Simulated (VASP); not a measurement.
# Hf in VASP: further runs

The runs below take Hf through single point, with PBE.

All numbers are computed with VASP 6.6.1; they aren't measurements. Logs are shortened: lines on timing, memory, paths and dates and some standing lists are left out, and cuts for length are marked.

## Step 1: The cell of the first run

The cell holds a slab with vacuum, 4 atoms: a = 3.203 Å, b = 3.203 Å, c = 23.609 Å, α = 90.00°, β = 90.00°, γ = 120.00°.

## Step 2: Single point, PBE

INCAR

```
SYSTEM = Hf
  PREC = Accurate
  ENCUT = 520
  EDIFF = 1E-6
  ISMEAR = -1
  SIGMA = 0.1
  LREAL = .FALSE.
  LASPH = .TRUE.
  NELM = 100
  ALGO = Normal
  ISIF = 2
  LWAVE = .FALSE.
  LCHARG = .FALSE.
  LDIPOL = .TRUE.
  IDIPOL = 3
  DIPOL = 0.5 0.5 0.500
  GGA = PE
  NBANDS = 28
```

KPOINTS

```
regular mesh
0
G
  12 12 1
  0 0 0
```

POSCAR

```
Hf
1.0
    3.2032284304      0.0000000000      0.0000000000
   -1.6016142152      2.7740771949      0.0000000000
    0.0000000000      0.0000000000     23.6094000000
Hf
4
Direct
    0.8333333333      0.1666666667      0.3433035026
    0.1666666667      0.8333333333      0.4435418714
    0.8333333333      0.1666666667      0.5564581331
    0.1666666667      0.8333333333      0.6566964929
```

Potentials or basis: VASP PAW PBE potentials, release 64 (Hf_pv).

Started as:

```console
cat potpaw_PBE.64/Hf_pv/POTCAR > POTCAR
mpirun -np 1 vasp_std > vasp.out
```

OUTCAR:

```text
SYSTEM = Hf
   PREC = Accurate
   ENCUT = 520
   EDIFF = 1E-6
   ISMEAR = -1
   LREAL = .FALSE.
   LASPH = .TRUE.
   NELM = 100
   ISIF = 2
   GGA = PE

 ion  position               nearest neighbor table
   1  0.833  0.167  0.343-   2 3.00   2 3.00   2 3.00
   2  0.167  0.833  0.444-   1 3.00   1 3.00   1 3.00   3 3.24   3 3.24   3 3.24
   3  0.833  0.167  0.556-   4 3.00   4 3.00   4 3.00   2 3.24   2 3.24   2 3.24
   4  0.167  0.833  0.657-   3 3.00   3 3.00   3 3.00

  LATTYP: Found a hexagonal cell.
 ALAT       =     3.2032284304
 C/A-ratio  =     7.3705015153

  Lattice vectors:

 A1 = (   3.2032284304,   0.0000000000,   0.0000000000)
 A2 = (  -1.6016142152,   2.7740771949,   0.0000000000)
 A3 = (   0.0000000000,   0.0000000000,  23.6094000000)

Analysis of symmetry for initial positions (statically):
=====================================================================
 Subroutine PRICEL returns:
 Original cell was already a primitive cell.

 Routine SETGRP: Setting up the symmetry group for a
 hexagonal supercell.

 Subroutine GETGRP returns: Found 12 space group operations
 (whereof  4 operations were pure point group operations)
 out of a pool of 24 trial point group operations.

The static configuration has the point symmetry C_2h.
 The point group associated with its full space group is D_3d.

Analysis of symmetry for dynamics (positions and initial velocities):
=====================================================================
 Subroutine PRICEL returns:
 Original cell was already a primitive cell.

 Routine SETGRP: Setting up the symmetry group for a
 hexagonal supercell.

 Subroutine GETGRP returns: Found 12 space group operations
 (whereof  4 operations were pure point group operations)
 out of a pool of 24 trial point group operations.

The dynamic configuration has the point symmetry C_2h.
 The point group associated with its full space group is D_3d.

 Subroutine INISYM returns: Found 12 space group operations
 (whereof  4 operations are pure point group operations),
 and found     1 'primitive' translations

----------------------------------------------------------------------------------------

                                     Primitive cell

  volume of cell :     209.7932

  direct lattice vectors                    reciprocal lattice vectors
     3.203228430  0.000000000  0.000000000     0.312185041  0.180240118  0.000000000
    -1.601614215  2.774077195  0.000000000     0.000000000  0.360480235  0.000000000
     0.000000000  0.000000000 23.609400000     0.000000000  0.000000000  0.042356011

  length of vectors
     3.203228430  3.203228430 23.609400000     0.360480235  0.360480235  0.042356011

  position of ions in fractional coordinates (direct lattice)
     0.833333333  0.166666667  0.343303503
     0.166666667  0.833333333  0.443541871
     0.833333333  0.166666667  0.556458133
     0.166666667  0.833333333  0.656696493

  ion indices of the primitive-cell ions
   primitive index   ion index
                 1           1
                 2           2
                 3           3
                 4           4

----------------------------------------------------------------------------------------

 KPOINTS: regular mesh

Automatic generation of k-mesh.
 Grid dimensions read from file:
 generate k-points for:   12   12    1

 Generating k-lattice:

  Cartesian coordinates                     Fractional coordinates (reciprocal lattice)
     0.026015420  0.015020010  0.000000000     0.083333333  0.000000000  0.000000000
     0.000000000  0.030040020  0.000000000     0.000000000  0.083333333  0.000000000
     0.000000000  0.000000000  0.042356011     0.000000000  0.000000000  1.000000000

  Length of vectors
     0.030040020  0.030040020  0.042356011

  Shift w.r.t. Gamma in fractional coordinates (k-lattice)
     0.000000000  0.000000000  0.000000000

 Subroutine IBZKPT returns following result:
 ===========================================

 Found     19 irreducible k-points:

 Following reciprocal coordinates:
            Coordinates               Weight
  0.000000  0.000000  0.000000      1.000000
  0.083333  0.000000  0.000000      6.000000
  0.166667  0.000000  0.000000      6.000000
  0.250000  0.000000  0.000000      6.000000
  0.333333  0.000000  0.000000      6.000000
  0.416667  0.000000  0.000000      6.000000
[... 11 lines left out ...]
  0.333333  0.250000  0.000000     12.000000
  0.333333  0.333333  0.000000      2.000000
   k-points           NKPTS =     19   k-points in BZ     NKDIM =     19   number of bands    NBANDS=     28
   number of dos      NEDOS =    301   number of ions     NIONS =      4
   total plane-waves  NPLWV = 103680
   dimension x,y,z NGX =    24 NGY =   24 NGZ =  180
   dimension x,y,z NGXF=    48 NGYF=   48 NGZF=  360
   ions per type =               4
   NGX,Y,Z   is equivalent  to a cutoff of  12.46, 12.46, 12.67 a.u.
   NGXF,Y,Z  is equivalent  to a cutoff of  24.91, 24.91, 25.35 a.u.
 SYSTEM =  Hf
   PREC   = accura    normal or accurate (medium, high low for compatibility)
   ISTART =      0    job   : 0-new  1-cont  2-samecut
   ICHARG =      2    charge: 1-file 2-atom 10-const
   ISPIN  =      1    spin polarized calculation?
   LNONCOLLINEAR =      F non collinear calculations
   LSORBIT =      F    spin-orbit coupling
   LASPH  =      T    aspherical Exc in radial PAW
   ENCUT  =  520.0 eV  38.22 Ry    6.18 a.u.   5.96  5.96 43.90*2*pi/ulx,y,z
   NELM   =    100;   NELMIN=  2; NELMDL= -5     # of ELM steps
   EDIFF  = 0.1E-05   stopping-criterion for ELM
   LREAL  =      F    real-space projection
   EDIFFG = 0.1E-04   stopping-criterion for IOM
   NSW    =      0    number of steps for IOM
   IBRION =     -1    ionic relax: 0-MD 1-quasi-New 2-CG
   NFREE  =      0    steps in history (QN), initial steepest desc. (CG)
   ISIF   =      2    stress and relaxation
   ISYM   =      2    0-nonsym 1-usesym 2-fastsym
   POTIM  = 0.5000    time-step for ionic-motion
   TEBEG  =    0.0;   TEEND  =   0.0 temperature during run
   PSTRESS=    0.0 pullay stress
   NELECT =      40.0000    total number of electrons
   NUPDOWN=      -1.0000    fix difference up-down
   EMIN   =  10.00;   EMAX   =-10.00  energy-range for DOS
   EFERMI =   0.00;   METHOD = LEGACY
   ISMEAR =    -1;   SIGMA  =   0.10  broadening in eV -4-tet -1-fermi 0-gaus
   EFERMI_NEDOS =   21; number of points for ismear=-14 and -15
   IALGO  =     38    algorithm
   IMIX   =      4    mixing-type and parameters
     AMIX     =   0.40;   BMIX     =  1.00
     AMIX_MAG =   1.60;   BMIX_MAG =  1.00
  volume/ion in A,a.u.               =      52.45       353.94
  Fermi-wavevector in a.u.,A,eV,Ry     =   0.942246  1.780587 12.079630  0.887828
  Thomas-Fermi vector in A             =   2.069837
   LORBIT       =      0    0 simple, 1 ext, 2 COOP (PROOUT), +10 PAW based schemes
   GGA     = PE    functional components
   LHFCALC =     F    Hartree Fock is set to
   AEXX    =    0.0000 exact exchange contribution
   IVDW    =     0    specifies the selected vdW correction
   LEPSILON=     F    determine dielectric tensor
   LRPA    =     F    only Hartree local field effects (RPA)
 non-spin polarized calculation
  energy-cutoff  :      520.00
  volume of cell :      209.79
 maximum number of plane-waves:      5706
 NGX is ok and might be reduce to    24
   NGX = 11   NGY = 11   NGZ = 87

 dipolmoment           0.000000      0.000000      0.000000 electrons x Angstroem

 number of electron      40.0000011 magnetization

 dipolmoment           0.000000      0.000000     -0.000000 electrons x Angstroem

 Free energy of the ion-electron system (eV)
  ---------------------------------------------------
  ext. energy  EPLUGINS =         0.00000000
  ---------------------------------------------------
  free energy    TOTEN  =       -37.88307886 eV

  energy without entropy =      -37.70498576  energy(sigma->0) =      -37.79403231

 E-fermi :  -0.2769     XC(G=0):  -5.6631

 val. band max:       -0.2777049244   @ k =   0.0000   0.0000   0.0000
 cond. band min:      -0.2603612260   @ k =   0.3333   0.1667   0.0000
 fundamental gap:      0.0173436984
 Fermi energy:        -0.2768519159

 k-point     1 :       0.0000    0.0000    0.0000
  band No.  band energies     occupation
      1     -31.3761      2.00000
      2     -31.3077      2.00000
      3     -30.7639      2.00000
      4     -30.7639      2.00000
      5     -30.7629      2.00000
      6     -30.7629      2.00000
[... 20 lines left out ...]
     27       1.3742      0.00000
     28       1.3937      0.00000

 k-point     2 :       0.0833    0.0000    0.0000
  band No.  band energies     occupation
      1     -31.3636      2.00000
      2     -31.3010      2.00000
      3     -30.8307      2.00000
      4     -30.8079      2.00000
      5     -30.7737      2.00000
      6     -30.7725      2.00000
[... 20 lines left out ...]
     27       1.3007      0.00000
     28       1.4789      0.00000

 k-point     3 :       0.1667    0.0000    0.0000
  band No.  band energies     occupation
      1     -31.3299      2.00000
      2     -31.2843      2.00000
      3     -30.9447      2.00000
      4     -30.9203      2.00000
      5     -30.8003      2.00000
      6     -30.7986      2.00000
[... 20 lines left out ...]
     27       1.5821      0.00000
     28       1.6300      0.00000

 k-point     4 :       0.2500    0.0000    0.0000
  band No.  band energies     occupation
      1     -31.2878      2.00000
      2     -31.2676      2.00000
      3     -31.0824      2.00000
      4     -31.0634      2.00000
      5     -30.8364      2.00000
      6     -30.8340      2.00000
[... 20 lines left out ...]
     27       2.0619      0.00000
     28       2.3421      0.00000

 k-point     5 :       0.3333    0.0000    0.0000
  band No.  band energies     occupation
      1     -31.2756      2.00000
      2     -31.2640      2.00000
      3     -31.2024      2.00000
      4     -31.1903      2.00000
      5     -30.8721      2.00000
      6     -30.8689      2.00000
[... 20 lines left out ...]
     27       2.6285      0.00000
     28       2.6839      0.00000

 k-point     6 :       0.4167    0.0000    0.0000
  band No.  band energies     occupation
      1     -31.3341      2.00000
      2     -31.3149      2.00000
      3     -31.2561      2.00000
      4     -31.2211      2.00000
      5     -30.8981      2.00000
      6     -30.8943      2.00000
[... 308 lines left out ...]
      5     -31.0121      2.00000
      6     -31.0085      2.00000
[... 20 lines left out ...]
     27       2.9128      0.00000
     28       3.5767      0.00000

 k-point    17 :       0.2500    0.2500    0.0000
  band No.  band energies     occupation
      1     -31.2676      2.00000
      2     -31.2626      2.00000
      3     -31.1991      2.00000
      4     -31.1966      2.00000
      5     -31.0547      2.00000
      6     -31.0303      2.00000
[... 20 lines left out ...]
     27       2.7049      0.00000
     28       3.0452      0.00000

 k-point    18 :       0.3333    0.2500    0.0000
  band No.  band energies     occupation
      1     -31.2648      2.00000
      2     -31.2574      2.00000
      3     -31.2096      2.00000
      4     -31.1933      2.00000
      5     -31.0975      2.00000
      6     -31.0888      2.00000
[... 20 lines left out ...]
     27       2.9127      0.00000
     28       3.5374      0.00000

 k-point    19 :       0.3333    0.3333    0.0000
  band No.  band energies     occupation
      1     -31.2175      2.00000
      2     -31.2175      2.00000
      3     -31.1852      2.00000
      4     -31.1852      2.00000
      5     -31.1715      2.00000
      6     -31.1637      2.00000
[... 20 lines left out ...]
     27       3.0784      0.00000
     28       3.7191      0.00000

------------------------ aborting loop because EDIFF is reached ----------------------------------------

 vacuum level on the upper side and lower side of the slab       (xc-potential included)        -0.182        -0.182

  FORCE on cell =-STRESS in cart. coord.  units (eV):
  Direction    XX          YY          ZZ          XY          YZ          ZX
  --------------------------------------------------------------------------------------
  -------------------------------------------------------------------------------------
  Total       -1.1893773     -1.1893773     -0.2688957      0.0000000      0.0000000     -0.0000000
  in kB       -9.0831991     -9.0831991     -2.0535395      0.0000000      0.0000000     -0.0000000
  external PRESSURE =      -6.7399792 kB  Pullay stress =       0.0000000 kB

 VOLUME and BASIS-vectors are now :
 -----------------------------------------------------------------------------
  energy-cutoff  :      520.00
  volume of cell :      209.79
      direct lattice vectors                 reciprocal lattice vectors
     3.203228430  0.000000000  0.000000000     0.312185041  0.180240118  0.000000000
    -1.601614215  2.774077195  0.000000000     0.000000000  0.360480235  0.000000000
     0.000000000  0.000000000 23.609400000     0.000000000  0.000000000  0.042356011

 POSITION                                       TOTAL-FORCE (eV/Angst)
 -----------------------------------------------------------------------------------
      2.40242      0.46235      8.10519         0.000000     -0.000000      0.046514
     -0.80081      2.31173     10.47176        -0.000000      0.000000     -0.033817
      2.40242      0.46235     13.13764        -0.000000     -0.000000      0.033817
     -0.80081      2.31173     15.50421        -0.000000      0.000000     -0.046514
 -----------------------------------------------------------------------------------
    total drift:                               -0.000000      0.000000     -0.000001

  FREE ENERGIE OF THE ION-ELECTRON SYSTEM (eV)
  ---------------------------------------------------
  free  energy   TOTEN  =       -37.8830788596 eV

  energy  without entropy=      -37.7049857589  energy(sigma->0) =      -37.79403231

 vacuum level on the upper side and lower side of the slab         3.914         3.914
```

Wall time 2.6 min (1 thread of AMD EPYC 9R45 (Zen 5), shared host); peak memory 0.31 GiB.

What came out:

* Free energy: -37.8831 eV
* Largest force: 0.047 eV/Å
* Band gap on the k mesh: zero (band 20 reaches 0.74 eV, above the bottom of band 21 at -0.78 eV)

Forces in eV/Å, atoms in the order of the input:
```
Hf   0.000  0.000  0.047
Hf   0.000  0.000 -0.034
Hf   0.000  0.000  0.034
Hf   0.000  0.000 -0.047
```

Caveat: spin-orbit coupling is left out, which moves the levels of the heavy elements.

## Step 3: Single point, PBE

INCAR

```
PREC = Accurate ; ENCUT = 520
EDIFF = 1E-7 ; ISMEAR = -1
SIGMA = 0.1 ; LREAL = F
LASPH = T ; NELM = 80
ALGO = Normal ; ISIF = 2
LWAVE = F ; LCHARG = F
LDIPOL = T ; IDIPOL = 3
DIPOL = 0.5 0.5 0.500 ; GGA = PE
NBANDS = 28
```

KPOINTS

```
Automatic mesh
0
Gamma
  12 12 1
```

POSCAR is that of step 2.

Potentials or basis: VASP PAW PBE potentials, release 64 (Hf_pv).

Started as:

```console
cat potpaw_PBE.64/Hf_pv/POTCAR > POTCAR
mpirun -np 1 vasp_std > vasp.out
```

Wall time 2.7 min (1 thread of AMD EPYC 9R45 (Zen 5), shared host); peak memory 0.31 GiB.

Results (log left out):

```yaml
Free_energy: -37.8831 eV
Largest_force: 0.047 eV/Å
Band_gap_on_the_k_mesh: zero (band 20 reaches 0.74 eV, above the bottom of band 21 at -0.78 eV)
```

Forces in eV/Å, atoms in the order of the input:
```
Hf   0.000  0.000  0.047
Hf   0.000  0.000 -0.034
Hf   0.000  0.000  0.034
Hf   0.000  0.000 -0.047
```

Levels at points of the mesh, in eV from the Fermi level:
```tsv
k point	band 18	band 19	band 20	band 21	band 22	band 23
(0.00, 0.00, 0.00)	0.00	0.48	1.02	1.02	1.11	1.11
(0.50, 0.00, 0.00)	-1.33	-0.86	0.17	0.59	1.09	1.33
```

Caveat: spin-orbit coupling is left out, which moves the levels of the heavy elements.
